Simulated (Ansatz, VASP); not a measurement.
# Cu in VASP and in Ansatz

```
CELL_PARAMETERS angstrom
0.00000 1.75978 1.75978
1.75978 0.00000 1.75978
1.75978 1.75978 0.00000
ATOMIC_POSITIONS crystal
Cu 0.00000 0.00000 0.00000
```

Alike in both runs: functional LDA; k mesh 10 × 10 × 10; occupations gaussian, width 0.1 eV; no spin polarisation.

Ansatz relaxed the structure, and its values are those at the end. VASP's run is a single point on that final structure, the one shown.

```csv
,VASP,Ansatz
version,VASP 6.6.1,Ansatz 0.2.0
potentials or method,"VASP PAW LDA potentials, release 64 (Cu), cutoff 520 eV","scalar-relativistic, plane waves, PAW"
valence electrons in the cell,11,19
```

|  | VASP | Ansatz | Ansatz less VASP |
| --- | --- | --- | --- |
| gap on the k mesh at the Fermi level (eV) | none | none | - |
| pressure (GPa) | 0.7 | -0.3 | -0.92 |

Ansatz warns that its potentials were made for another functional, while VASP's fit it. LDA's correlation is that of Perdew and Zunger in VASP and of Perdew and Wang (1992) in Ansatz. A gap of «none» marks a metal or a gap that the smearing closes. VASP's potentials hold 11 valence electrons a cell and Ansatz's 19, so a difference there can come from the potentials and not from the codes.
